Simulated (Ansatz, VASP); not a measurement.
Sb2Se5 in VASP and in Ansatz

```xyz
7
Lattice="-3.7299 3.7299 4.3950 3.7299 -3.7299 4.3950 3.7299 3.7299 -4.3950" Properties=species:S:1:pos:R:3 pbc="T T T"
Sb    0.0000    0.0000    1.5857
Sb    0.0000    0.0000    7.2043
Se    1.8650    1.8650    2.1975
Se    1.8650    1.8650   -2.1975
Se   -1.8650    1.8650    2.1975
Se    1.8650   -1.8650    2.1975
Se    0.0000    0.0000    4.3950
```

Alike in both runs: functional PBE; k mesh 8 × 8 × 8; occupations gaussian, width 0.1 eV; no spin polarisation.

Ansatz relaxed the structure, and its values are those at the end. VASP's run is a single point on that final structure, the one shown.

```csv
,VASP,Ansatz
version,VASP 6.6.1,Ansatz 0.2.0
potentials or method,"VASP PAW PBE potentials, release 64 (Sb, Se), cutoff 520 eV","scalar-relativistic, plane waves, PAW"
valence electrons in the cell,40,110
```

|  | VASP | Ansatz | Ansatz less VASP |
| --- | --- | --- | --- |
| gap on the k mesh at the Fermi level (eV) | none | none | - |
| pressure (GPa) | 0.0 | 0.0 | +0.03 |

A gap of «none» marks a metal or a gap that the smearing closes. With one functional, cell and mesh, what is left measures potentials, basis and numerics. VASP's potentials hold 40 valence electrons a cell and Ansatz's 110, so a difference there can come from the potentials and not from the codes.

Spin-orbit coupling is off throughout.
